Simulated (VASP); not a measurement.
Wanted: the native input for a VASP 6.6.1 run.

```yaml
Task: relaxation of cell and atoms
Functional: PBE
Potentials_or_basis: VASP PAW PBE potentials, release 64 (Nd_3, Si, I), 4f in core
Cutoff: 500 eV
k_mesh: 4 × 4 × 4
Occupations: gaussian, width 0.15 eV
Spin: no spin polarisation
Dipole_correction: no
Further_INCAR_settings: ALGO = Normal; EDIFF = 1e-07; IBRION = 2; EDIFFG = -0.08; NSW = 36; ISIF = 3
```

The structure of Nd3Si2I lies in POSCAR:

```
Nd3Si2I
1.0
   -2.3433146100      2.3433146100      5.9406247400
    2.3433146100     -2.3433146100      5.9406247400
    2.3433146100      2.3433146100     -5.9406247400
Nd Si I
3 2 1
Direct
    0.7500000000      0.2500000000      0.5000000000
    0.5000000000      0.5000000000      0.0000000000
    0.2500000000      0.7500000000      0.5000000000
    0.6907110200      0.6907110200      0.0000000000
    0.3092889800      0.3092889800      0.0000000000
    0.0000000000      0.0000000000      0.0000000000
```

The cell was generated, and may not be a known phase.

These files were run (other wordings do the same):

INCAR

```
PREC = Accurate
ENCUT = 500
EDIFF = 1E-7
ISMEAR = 0
SIGMA = 0.15
LREAL = False
LASPH = True
NELM = 200
ALGO = Normal
ISIF = 3
LWAVE = False
LCHARG = False
GGA = PE
IBRION = 2
NSW = 36
EDIFFG = -0.08
GGA_COMPAT = False
NELMIN = 4
LMAXMIX = 6
```

KPOINTS

```
Automatic mesh
0
Gamma
  4 4 4
```

Potentials or basis: VASP PAW PBE potentials, release 64 (Nd_3, Si, I), 4f in core.

Command:

```bash
$ cat potpaw_PBE.64/Nd_3/POTCAR potpaw_PBE.64/Si/POTCAR potpaw_PBE.64/I/POTCAR > POTCAR
$ mpirun -np 1 vasp_std > vasp.out
```

It gave:

* Relaxed volume: 38.03 Å³/atom
* Relaxed cell: a = 8.841 Å, b = 8.841 Å, c = 8.841 Å, α = 144.82°, β = 144.82°, γ = 50.60°
* Space group after relaxing (to 0.1 Å): I4/mmm (No. 139)
* Energy gained by relaxing: 1634.0 meV/atom
* Ionic steps: 11
* Pressure after relaxing: 0.2 GPa
* Largest force after relaxing: 0.068 eV/Å
* Band gap on the k mesh: zero (bands 24 and 25 overlap by 0.50 eV)

Caveat: the k points lie up to 0.31 Å⁻¹ apart in the final cell, too coarse for converged energies and pressures of a metal; the volume moved by over 15 % at a fixed basis, so the end points are rough; spin-orbit coupling is left out, which moves the levels of the heavy elements; the 4f electrons are frozen in the core, so they carry no moment and show no levels; the run has no spin polarisation, though such a crystal can be magnetic; the relaxation stopped at a loose force limit of 0.08 eV/Å, so its end isn't a converged minimum.

Run time: 16 min on 1 thread of Intel(R) Xeon(R) Platinum 8259CL CPU @ 2.50GHz (Skylake/Cascade Lake), on a shared host, peak memory 0.4 GiB.
